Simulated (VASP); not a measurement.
Os, 1 atom in the cell. It takes space group Fm-3m (No. 225, cubic). Conventional cell: a = 3.974 Å, b = 3.974 Å, c = 3.974 Å, α = 90.00°, β = 90.00°, γ = 90.00°. Os (site symmetry m-3m) has 12 Os at 2.81 Å within 3.7 Å. This isn't the form of Os at room conditions, which is hcp.

| Item | Value |
| --- | --- |
| Program | VASP 6.6.1 |
| Task | single point |
| Functional | PBE |
| Potentials or basis | VASP PAW PBE potentials, release 64 (Os) |
| Cutoff | 600 eV |
| k mesh | 18 × 18 × 18 |
| Occupations | fermi-dirac, width 0.05 eV |
| Spin | no spin polarisation |
| Dipole correction | no |
| Further INCAR settings | ALGO = Normal; EDIFF = 1e-06; NBANDS = 10 |

Potentials or basis: VASP PAW PBE potentials, release 64 (Os).

Command:

```console
$ cat potpaw_PBE.64/Os/POTCAR > POTCAR
$ mpirun -np 1 vasp_std > vasp.out
```

Hardware: 1 thread of Intel Xeon 8259CL, with other jobs on the host.

Task: Estimate the wall time of this run.

Result: It took 35 s on 1 thread of Intel Xeon 8259CL, on a shared host, peak memory 0.17 GiB. Counts: scf iterations 12, k points 195.
